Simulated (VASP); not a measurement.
# TeAu (F-43m) in VASP: a series of runs, part 2 of 2

VASP 6.6.1. Earlier steps stand in the parts before.

### 3 Single point, PBE

This run uses another cell than the first one, of 30.85 Å³/atom, 1.059 times its volume.

INCAR

```
SYSTEM = TeAu
  PREC = Accurate
  ENCUT = 520
  EDIFF = 1E-6
  ISMEAR = 0
  SIGMA = 0.1
  LREAL = .False.
  LASPH = .True.
  NELM = 80
  ALGO = Normal
  ISIF = 2
  LWAVE = .False.
  LCHARG = .False.
  GGA = PE
  NBANDS = 16
```

KPOINTS

```
Automatic mesh
0
Gamma
  16 16 16
  0 0 0
```

POSCAR

```
TeAu
1.0
    0.0000000000      3.1363719541      3.1363719541
    3.1363719541      0.0000000000      3.1363719541
    3.1363719541      3.1363719541      0.0000000000
Te Au
1 1
Direct
    0.0000000000      0.0000000000      0.0000000000
    0.7500000000      0.7500000000      0.7500000000
```

Potentials or basis: VASP PAW PBE potentials, release 64 (Te, Au).

On the command line:

```console
cat potpaw_PBE.64/Te/POTCAR potpaw_PBE.64/Au/POTCAR > POTCAR
mpirun -np 1 vasp_std > vasp.out
```

OUTCAR:

```text
SYSTEM = TeAu
   PREC = Accurate
   ENCUT = 520
   EDIFF = 1E-6
   ISMEAR = 0
   LREAL = .False.
   LASPH = .True.
   NELM = 80
   ISIF = 2
   GGA = PE

 ion  position               nearest neighbor table
   1  0.000  0.000  0.000-   2 2.72   2 2.72   2 2.72   2 2.72
   2  0.750  0.750  0.750-   1 2.72   1 2.72   1 2.72   1 2.72

  LATTYP: Found a face centered cubic cell.
 ALAT       =     6.2727439082

  Lattice vectors:

 A1 = (   0.0000000000,   3.1363719541,   3.1363719541)
 A2 = (   3.1363719541,   0.0000000000,   3.1363719541)
 A3 = (   3.1363719541,   3.1363719541,   0.0000000000)

Analysis of symmetry for initial positions (statically):
=====================================================================
 Subroutine PRICEL returns:
 Original cell was already a primitive cell.

 Routine SETGRP: Setting up the symmetry group for a
 face centered cubic supercell.

 Subroutine GETGRP returns: Found 24 space group operations
 (whereof 24 operations were pure point group operations)
 out of a pool of 48 trial point group operations.

The static configuration has the point symmetry T_d .

Analysis of symmetry for dynamics (positions and initial velocities):
=====================================================================
 Subroutine PRICEL returns:
 Original cell was already a primitive cell.

 Routine SETGRP: Setting up the symmetry group for a
 face centered cubic supercell.

 Subroutine GETGRP returns: Found 24 space group operations
 (whereof 24 operations were pure point group operations)
 out of a pool of 48 trial point group operations.

The dynamic configuration has the point symmetry T_d .

 Subroutine INISYM returns: Found 24 space group operations
 (whereof 24 operations are pure point group operations),
 and found     1 'primitive' translations

----------------------------------------------------------------------------------------

[... 111 lines left out ...]
     AMIX     =   0.40;   BMIX     =  1.00
     AMIX_MAG =   1.60;   BMIX_MAG =  1.00
  volume/ion in A,a.u.               =      30.85       208.20
  Fermi-wavevector in a.u.,A,eV,Ry     =   1.065255  2.013040 15.439459  1.134768
  Thomas-Fermi vector in A             =   2.200801
   LORBIT       =      0    0 simple, 1 ext, 2 COOP (PROOUT), +10 PAW based schemes
   GGA     = PE    functional components
   LHFCALC =     F    Hartree Fock is set to
   AEXX    =    0.0000 exact exchange contribution
   IVDW    =     0    specifies the selected vdW correction
   LEPSILON=     F    determine dielectric tensor
   LRPA    =     F    only Hartree local field effects (RPA)
 non-spin polarized calculation
 Gauss-broadening in eV      SIGMA  =   0.10
  energy-cutoff  :      520.00
  volume of cell :       61.70
 maximum number of plane-waves:      1687
 NGX is ok and might be reduce to    36
   NGX = 17   NGY = 17   NGZ = 17

 number of electron      17.0000001 magnetization

 Free energy of the ion-electron system (eV)
  ---------------------------------------------------
  ext. energy  EPLUGINS =         0.00000000
  ---------------------------------------------------
  free energy    TOTEN  =        -6.39332778 eV

  energy without entropy =       -6.38593460  energy(sigma->0) =       -6.38963119

 E-fermi :   4.6076     XC(G=0):  -9.1884

 val. band max:        4.6064061306   @ k =   0.3750   0.1250   0.0000
 cond. band min:       4.6198968963   @ k =   0.4375   0.2500   0.1250
 fundamental gap:      0.0134907658
 Fermi energy:         4.6076061507

 k-point     1 :       0.0000    0.0000    0.0000
  band No.  band energies     occupation
      1      -7.3538      2.00000
      2      -0.4013      2.00000
      3      -0.4013      2.00000
      4      -0.4013      2.00000
      5       0.8546      2.00000
      6       0.8546      2.00000
[... 433 lines left out ...]
      3      -0.3790      2.00000
      4      -0.3670      2.00000
      5       0.8411      2.00000
      6       0.8571      2.00000
[... 8 lines left out ...]
     15      14.4592      0.00000
     16      14.6978      0.00000

 [... further k-points ...]

------------------------ aborting loop because EDIFF is reached ----------------------------------------

  FORCE on cell =-STRESS in cart. coord.  units (eV):
  Direction    XX          YY          ZZ          XY          YZ          ZX
  --------------------------------------------------------------------------------------
  -------------------------------------------------------------------------------------
  Total       -0.0588989     -0.0588989     -0.0588989      0.0000000      0.0000000      0.0000000
  in kB       -1.5293449     -1.5293449     -1.5293449      0.0000000      0.0000000      0.0000000
  external PRESSURE =      -1.5293449 kB  Pullay stress =       0.0000000 kB

 VOLUME and BASIS-vectors are now :
 -----------------------------------------------------------------------------
  energy-cutoff  :      520.00
  volume of cell :       61.70
      direct lattice vectors                 reciprocal lattice vectors
     0.000000000  3.136371954  3.136371954    -0.159419867  0.159419867  0.159419867
     3.136371954  0.000000000  3.136371954     0.159419867 -0.159419867  0.159419867
     3.136371954  3.136371954  0.000000000     0.159419867  0.159419867 -0.159419867

 POSITION                                       TOTAL-FORCE (eV/Angst)
 -----------------------------------------------------------------------------------
      0.00000      0.00000      0.00000        -0.000000     -0.000000     -0.000000
      4.70456      4.70456      4.70456         0.000000      0.000000      0.000000
 -----------------------------------------------------------------------------------
    total drift:                               -0.000000     -0.000000     -0.000000

  FREE ENERGIE OF THE ION-ELECTRON SYSTEM (eV)
  ---------------------------------------------------
  free  energy   TOTEN  =        -6.3933277772 eV

  energy  without entropy=       -6.3859345957  energy(sigma->0) =       -6.38963119
```

It took 48 s on 1 thread of Intel Xeon 6975P-C (Granite Rapids), shared host; peak memory 0.3 GiB.

Results:

- Free energy: -6.3933 eV
- Pressure: -0.2 GPa

Caveat: spin-orbit coupling is left out, which moves the levels of the heavy elements.
